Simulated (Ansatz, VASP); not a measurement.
## Two plane-wave programs on SnO

POSCAR

```
SnO
1.0
    2.4712613500      2.8271229900      0.0000000000
    2.4712613500     -2.8271229900      0.0000000000
    0.0000000000      0.0000000000    -10.9921705000
Sn O
4 4
Direct
    0.0000000000      0.0000000000      0.0000000000
    0.0000000000      0.0000000000      0.5000000000
    0.4410000000      0.5590000000      0.7460000000
    0.5590000000      0.4410000000      0.2460000000
    0.4300000000      0.9300000000      0.6200000000
    0.5700000000      0.0700000000      0.1200000000
    0.0700000000      0.5700000000      0.6200000000
    0.9300000000      0.4300000000      0.1200000000
```

INCAR.step1

```
  PREC = Accurate
  ENCUT = 520
  ISMEAR = -1
  SIGMA = 0.1
  LREAL = False
  LASPH = True
  NELM = 100
  NBANDS = 50
  GGA = PE
  ALGO = Normal
  EDIFF = 1E-4
  LWAVE = True
  LCHARG = False
```

INCAR.step2

```
  PREC = Accurate
  ENCUT = 520
  EDIFF = 1E-7
  ISMEAR = -1
  SIGMA = 0.1
  LREAL = False
  LASPH = True
  NELM = 100
  ALGO = Normal
  ISIF = 2
  LWAVE = False
  LCHARG = False
  METAGGA = R2SCAN
  LMIXTAU = True
  NBANDS = 50
  ISTART = 1
```

Contents of KPOINTS:

```
regular mesh
0
Gamma
  5 5 2
```

Input for Ansatz:

```yaml
crystal:
  lattice:
    - [2.47126135, 2.82712299, 0.0]
    - [2.47126135, -2.82712299, 0.0]
    - [0.0, 0.0, -10.9921705]
  atoms:
    - { symbol: Sn, position: [0.0, 0.0, 0.0] }
    - { symbol: Sn, position: [0.0, 0.0, 0.5] }
    - { symbol: Sn, position: [0.441, 0.559, 0.746] }
    - { symbol: Sn, position: [0.559, 0.441, 0.246] }
    - { symbol: O, position: [0.43, 0.93, 0.62] }
    - { symbol: O, position: [0.57, 0.07, 0.12] }
    - { symbol: O, position: [0.07, 0.57, 0.62] }
    - { symbol: O, position: [0.93, 0.43, 0.12] }
  symmetry: { tolerance: 0.0003 }
kpoints:
  mp_grid: { grid: [5, 5, 2], shift: [0, 0, 0] }
magnetization:
  spin_polarized: false
scf:
  occupations: { method: fermi_dirac }
hamiltonian:
  pseudopotentials: { kind: paw }
  xc: r2scan
basis:
  ecutwfc: 500
output:
  forces: true
  stress: true
  eigenvalues: true
```

Alike in both runs: task single point; functional r2SCAN; k mesh 5 × 5 × 2; no spin polarisation.

|  | VASP | Ansatz |
| --- | --- | --- |
| version | VASP 6.6.1 | Ansatz 0.2.0 |
| potentials or method | VASP PAW PBE potentials, release 64 (Sn_d, O), cutoff 520 eV | PAW plane waves |
| occupations | fermi-dirac, width 0.1 eV | fermi-dirac |
| valence electrons in the cell | 80 | 80 |

```tsv
	VASP	Ansatz	Ansatz less VASP
pressure (GPa)	11.4	10.9	-0.48
traceless stress, the component that is largest in VASP (GPa)	24.62	24.82	+0.202
rms of the force components (eV/Å)	4.311	4.272	-0.0393
```

VASP's potentials were made for PBE, not for r2SCAN. Atom by atom the forces differ by 0.085 eV/Å (rms over components).
